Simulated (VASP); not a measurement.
# Ti2Co (Fd-3m) in VASP: a series of runs

Runs on Ti2Co. Level: PBEsol. Tasks: single point.

Program: VASP 6.6.1. These are calculated values, not measurements. Logs are shortened: lines on timing, memory, paths and dates and some standing lists are left out, and cuts for length are marked.

**1. The cell of the first run**

It takes space group Fd-3m (No. 227, cubic). The conventional cell has a = 7.049 Å, b = 7.049 Å, c = 7.049 Å, α = 90.00°, β = 90.00°, γ = 90.00°. Ti (site symmetry -3m) has 6 Ti at 2.49 Å and 6 Co at 2.92 Å within 3.3 Å. Within 3.8 Å of Co (site symmetry -43m) lie 12 Ti at 2.92 Å and 4 Co at 3.05 Å.

**2. Single point, PBEsol, collinear spin, ferromagnetic start (equal strain along all axes, cell held: +1.0 %)**

Contents of INCAR:

```
SYSTEM = Ti2Co
PREC = Accurate
ENCUT = 520
EDIFF = 1E-7
ISMEAR = 0
SIGMA = 0.1
LREAL = .False.
LASPH = .True.
NELM = 150
ALGO = Normal
ISIF = 2
LWAVE = .False.
LCHARG = .True.
ISPIN = 2
MAGMOM = 0 0 0 0 1.11 1.11
LORBIT = 11
LMAXMIX = 4
GGA = PS
LELF = .True.
LVHAR = .True.
NBANDS = 46
```

Contents of KPOINTS:

```
regular mesh
0
Gamma
  10 10 10
  0 0 0
```

Contents of POSCAR:

```
Ti2Co
1.0
    0.0000000000      3.5244082450      3.5244082450
    3.5244082450      0.0000000000      3.5244082450
    3.5244082450      3.5244082450      0.0000000000
Ti Co
4 2
Direct
    0.1250000000      0.1250000000      0.1250000000
    0.6250000000      0.1250000000      0.1250000000
    0.1250000000      0.1250000000      0.6250000000
    0.1250000000      0.6250000000      0.1250000000
    0.5000000000      0.5000000000      0.5000000000
    0.7500000000      0.7500000000      0.7500000000
```

Potentials or basis: VASP PAW PBE potentials, release 64 (Ti_sv, Co).

Started as:

```console
> cat potpaw_PBE.64/Ti_sv/POTCAR potpaw_PBE.64/Co/POTCAR > POTCAR
> mpirun -np 1 vasp_std > vasp.out
```

OUTCAR:

```text
SYSTEM = Ti2Co
   PREC = Accurate
   ENCUT = 520
   EDIFF = 1E-7
   ISMEAR = 0
   LREAL = .False.
   LASPH = .True.
   NELM = 150
   ISIF = 2
   ISPIN = 2
   LORBIT = 11
   GGA = PS

 ion  position               nearest neighbor table
   1  0.125  0.125  0.125-   2 2.49   3 2.49   4 2.49   3 2.49   4 2.49   2 2.49   6 2.92   5 2.92
                             6 2.92   5 2.92   6 2.92   5 2.92
   2  0.625  0.125  0.125-   1 2.49   3 2.49   4 2.49   1 2.49   3 2.49   4 2.49   5 2.92   6 2.92
                             5 2.92   5 2.92   6 2.92   6 2.92
   3  0.125  0.125  0.625-   1 2.49   1 2.49   2 2.49   4 2.49   4 2.49   2 2.49   6 2.92   5 2.92
                             6 2.92   5 2.92   6 2.92   5 2.92
   4  0.125  0.625  0.125-   1 2.49   3 2.49   1 2.49   2 2.49   3 2.49   2 2.49   5 2.92   6 2.92
                             5 2.92   6 2.92   6 2.92   5 2.92
   5  0.500  0.500  0.500-   1 2.92   3 2.92   4 2.92   1 2.92   2 2.92   3 2.92   1 2.92   2 2.92
                             4 2.92   2 2.92   3 2.92   4 2.92   6 3.05   6 3.05   6 3.05   6 3.05
   6  0.750  0.750  0.750-   2 2.92   3 2.92   4 2.92   1 2.92   2 2.92   4 2.92   1 2.92   2 2.92
                             3 2.92   1 2.92   3 2.92   4 2.92   5 3.05   5 3.05   5 3.05   5 3.05

  LATTYP: Found a face centered cubic cell.
 ALAT       =     7.0488164900

  Lattice vectors:

 A1 = (   0.0000000000,   3.5244082450,   3.5244082450)
 A2 = (   3.5244082450,   0.0000000000,   3.5244082450)
 A3 = (   3.5244082450,   3.5244082450,   0.0000000000)

Analysis of symmetry for initial positions (statically):
=====================================================================
 Subroutine PRICEL returns:
 Original cell was already a primitive cell.

 Routine SETGRP: Setting up the symmetry group for a
 face centered cubic supercell.

 Subroutine GETGRP returns: Found 48 space group operations
 (whereof 24 operations were pure point group operations)
 out of a pool of 48 trial point group operations.

The static configuration has the point symmetry T_d .
 The point group associated with its full space group is O_h .

Analysis of symmetry for dynamics (positions and initial velocities):
=====================================================================
 Subroutine PRICEL returns:
 Original cell was already a primitive cell.

 Routine SETGRP: Setting up the symmetry group for a
 face centered cubic supercell.

 Subroutine GETGRP returns: Found 48 space group operations
 (whereof 24 operations were pure point group operations)
 out of a pool of 48 trial point group operations.

The dynamic configuration has the point symmetry T_d .
 The point group associated with its full space group is O_h .

Analysis of structural, dynamic, and magnetic symmetry:
=====================================================================
 Subroutine PRICEL returns:
 Original cell was already a primitive cell.

 Routine SETGRP: Setting up the symmetry group for a
 face centered cubic supercell.

 Subroutine GETGRP returns: Found 48 space group operations
 (whereof 24 operations were pure point group operations)
 out of a pool of 48 trial point group operations.

The overall configuration has the point symmetry T_d .
 The point group associated with its full space group is O_h .

 Subroutine INISYM returns: Found 48 space group operations
 (whereof 24 operations are pure point group operations),
 and found     1 'primitive' translations

----------------------------------------------------------------------------------------

                                     Primitive cell

  volume of cell :      87.5565

  direct lattice vectors                    reciprocal lattice vectors
     0.000000000  3.524408245  3.524408245    -0.141867788  0.141867788  0.141867788
     3.524408245  0.000000000  3.524408245     0.141867788 -0.141867788  0.141867788
     3.524408245  3.524408245  0.000000000     0.141867788  0.141867788 -0.141867788

  length of vectors
     4.984265939  4.984265939  4.984265939     0.245722216  0.245722216  0.245722216

  position of ions in fractional coordinates (direct lattice)
     0.125000000  0.125000000  0.125000000
     0.625000000  0.125000000  0.125000000
     0.125000000  0.125000000  0.625000000
     0.125000000  0.625000000  0.125000000
     0.500000000  0.500000000  0.500000000
     0.750000000  0.750000000  0.750000000

[... 64 lines left out ...]
   total plane-waves  NPLWV =  64000
   dimension x,y,z NGX =    40 NGY =   40 NGZ =   40
   dimension x,y,z NGXF=    80 NGYF=   80 NGZF=   80
   ions per type =               4   2
   NGX,Y,Z   is equivalent  to a cutoff of  13.34, 13.34, 13.34 a.u.
   NGXF,Y,Z  is equivalent  to a cutoff of  26.68, 26.68, 26.68 a.u.
 SYSTEM =  Ti2Co
   PREC   = accura    normal or accurate (medium, high low for compatibility)
   ISTART =      0    job   : 0-new  1-cont  2-samecut
   ICHARG =      2    charge: 1-file 2-atom 10-const
   ISPIN  =      2    spin polarized calculation?
   LNONCOLLINEAR =      F non collinear calculations
   LSORBIT =      F    spin-orbit coupling
   LASPH  =      T    aspherical Exc in radial PAW
   ENCUT  =  520.0 eV  38.22 Ry    6.18 a.u.   9.27  9.27  9.27*2*pi/ulx,y,z
   NELM   =    150;   NELMIN=  2; NELMDL= -5     # of ELM steps
   EDIFF  = 0.1E-06   stopping-criterion for ELM
   LREAL  =      F    real-space projection
   EDIFFG = 0.1E-05   stopping-criterion for IOM
   NSW    =      0    number of steps for IOM
   IBRION =     -1    ionic relax: 0-MD 1-quasi-New 2-CG
   NFREE  =      0    steps in history (QN), initial steepest desc. (CG)
   ISIF   =      2    stress and relaxation
   ISYM   =      2    0-nonsym 1-usesym 2-fastsym
   POTIM  = 0.5000    time-step for ionic-motion
   TEBEG  =    0.0;   TEEND  =   0.0 temperature during run
   PSTRESS=    0.0 pullay stress
   NELECT =      66.0000    total number of electrons
   NUPDOWN=      -1.0000    fix difference up-down
   EMIN   =  10.00;   EMAX   =-10.00  energy-range for DOS
   EFERMI =   0.00;   METHOD = LEGACY
   ISMEAR =     0;   SIGMA  =   0.10  broadening in eV -4-tet -1-fermi 0-gaus
   EFERMI_NEDOS =   21; number of points for ismear=-14 and -15
   IALGO  =     38    algorithm
   IMIX   =      4    mixing-type and parameters
     AMIX     =   0.40;   BMIX     =  1.00
     AMIX_MAG =   1.60;   BMIX_MAG =  1.00
  volume/ion in A,a.u.               =      14.59        98.48
  Fermi-wavevector in a.u.,A,eV,Ry     =   1.489910  2.815521 30.202632  2.219831
  Thomas-Fermi vector in A             =   2.602758
   LORBIT       =     11    0 simple, 1 ext, 2 COOP (PROOUT), +10 PAW based schemes
   GGA     = PS    functional components
   LHFCALC =     F    Hartree Fock is set to
   AEXX    =    0.0000 exact exchange contribution
   IVDW    =     0    specifies the selected vdW correction
   LEPSILON=     F    determine dielectric tensor
   LRPA    =     F    only Hartree local field effects (RPA)
 spin polarized calculation
 Gauss-broadening in eV      SIGMA  =   0.10
  energy-cutoff  :      520.00
  volume of cell :       87.56
 maximum number of plane-waves:      2397
 NGX is ok and might be reduce to    40
   NGX = 19   NGY = 19   NGZ = 19

 number of electron      66.0000000 magnetization       1.9967360

 Free energy of the ion-electron system (eV)
  ---------------------------------------------------
  ext. energy  EPLUGINS =         0.00000000
  ---------------------------------------------------
  free energy    TOTEN  =       -46.22226435 eV

  energy without entropy =      -46.16618556  energy(sigma->0) =      -46.19422496

 E-fermi :   8.4960     XC(G=0): -12.2665

 val. band max:        8.4905308678   @ k =   0.5000   0.4000   0.1000
 cond. band min:       8.4959857760   @ k =   0.5000   0.3000   0.1000
 fundamental gap:      0.0054549082
 Fermi energy:         8.4959654567

 spin component 1

 k-point     1 :       0.0000    0.0000    0.0000
  band No.  band energies     occupation
      1     -47.6659      1.00000
      2     -47.2142      1.00000
      3     -47.2142      1.00000
      4     -47.2142      1.00000
      5     -25.2909      1.00000
      6     -24.2997      1.00000
[... 1141 lines left out ...]
     44      11.4066      0.00000
     45      12.1111      0.00000

 [... further k-points ...]

 spin component 2

 k-point     1 :       0.0000    0.0000    0.0000
  band No.  band energies     occupation
      1     -47.6577      1.00000
      2     -47.2078      1.00000
      3     -47.2078      1.00000
      4     -47.2078      1.00000
      5     -25.2294      1.00000
      6     -24.2994      1.00000
[... 1141 lines left out ...]
     44      11.5061      0.00000
     45      12.1053      0.00000

 [... further k-points ...]

 [bands above 45 left out]

------------------------ aborting loop because EDIFF is reached ----------------------------------------

  FORCE on cell =-STRESS in cart. coord.  units (eV):
  Direction    XX          YY          ZZ          XY          YZ          ZX
  --------------------------------------------------------------------------------------
  -------------------------------------------------------------------------------------
  Total       -1.8458141     -1.8458141     -1.8458141      0.0000000      0.0000000      0.0000000
  in kB      -33.7761326    -33.7761326    -33.7761326      0.0000000      0.0000000      0.0000000
  external PRESSURE =     -33.7761326 kB  Pullay stress =       0.0000000 kB

 VOLUME and BASIS-vectors are now :
 -----------------------------------------------------------------------------
  energy-cutoff  :      520.00
  volume of cell :       87.56
      direct lattice vectors                 reciprocal lattice vectors
     0.000000000  3.524408245  3.524408245    -0.141867788  0.141867788  0.141867788
     3.524408245  0.000000000  3.524408245     0.141867788 -0.141867788  0.141867788
     3.524408245  3.524408245  0.000000000     0.141867788  0.141867788 -0.141867788

 POSITION                                       TOTAL-FORCE (eV/Angst)
 -----------------------------------------------------------------------------------
      0.88110      0.88110      0.88110         0.000000      0.000000      0.000000
      0.88110      2.64331      2.64331         0.000000      0.000000      0.000000
      2.64331      2.64331      0.88110         0.000000      0.000000      0.000000
      2.64331      0.88110      2.64331         0.000000      0.000000      0.000000
      3.52441      3.52441      3.52441        -0.000000     -0.000000     -0.000000
      5.28661      5.28661      5.28661         0.000000      0.000000      0.000000
 -----------------------------------------------------------------------------------
    total drift:                                0.000000     -0.000000      0.000000

  FREE ENERGIE OF THE ION-ELECTRON SYSTEM (eV)
  ---------------------------------------------------
  free  energy   TOTEN  =       -46.2222643485 eV

  energy  without entropy=      -46.1661855617  energy(sigma->0) =      -46.19422496

 total charge

# of ion       s       p       d       tot
------------------------------------------
    1        2.281   6.122   2.161  10.565
    2        2.281   6.122   2.161  10.565
    3        2.281   6.122   2.161  10.565
    4        2.281   6.122   2.161  10.565
    5        0.409   0.375   7.144   7.927
    6        0.409   0.375   7.144   7.927
--------------------------------------------------
tot          9.944  25.239  22.933  58.115

 magnetization (x)

# of ion       s       p       d       tot
------------------------------------------
    1       -0.001  -0.011   0.014   0.001
    2       -0.001  -0.011   0.014   0.001
    3       -0.001  -0.011   0.014   0.001
    4       -0.001  -0.011   0.014   0.001
    5        0.007  -0.009   1.103   1.101
    6        0.007  -0.009   1.103   1.101
--------------------------------------------------
tot          0.010  -0.064   2.262   2.208
```

Wall time 13 min (1 thread of Intel Xeon Platinum 8259CL at 2.50GHz (Skylake/Cascade Lake), shared host); peak memory 0.46 GiB.

Results:

| Item | Value |
| --- | --- |
| Free energy | -46.2223 eV |
| Pressure | -3.4 GPa |
| Band gap on the k mesh | zero (filled and empty bands overlap) |
| Net moment | 2.00 μB per cell |
| Site moments | Ti +0.00; Co +1.10 μB |
| Valence electrons inside the program's atomic spheres | Ti 10.56; Co 7.93 |

Levels at points of the mesh, in eV from the Fermi level:
Spin up:
```
           k point  band 32  band 33  band 34  band 35  band 36  band 37
(0.00, 0.00, 0.00)    -0.37    -0.37    -0.37    -0.16    -0.16     3.37
(0.50, 0.00, 0.00)    -0.54    -0.15    -0.15     0.60     0.60     0.68
(0.50, 0.50, 0.00)    -0.77     0.13     0.13     0.22     0.22     1.30
```
Spin down:
```tsv
k point	band 30	band 31	band 32	band 33	band 34	band 35
(0.00, 0.00, 0.00)	-0.65	-0.65	0.22	0.22	0.25	0.25
(0.50, 0.00, 0.00)	-0.31	-0.31	-0.12	-0.12	-0.05	0.75
(0.50, 0.50, 0.00)	-0.83	-0.01	-0.01	0.28	0.28	0.81
```

Caveat: the cell differs from its parent crystal (equal strain along all axes, cell held: +1.0 %); the cell stands under tension; the PAW data sets were made with another functional, which shifts forces and pressure a little.

(Part 1 of 2 ends here.)
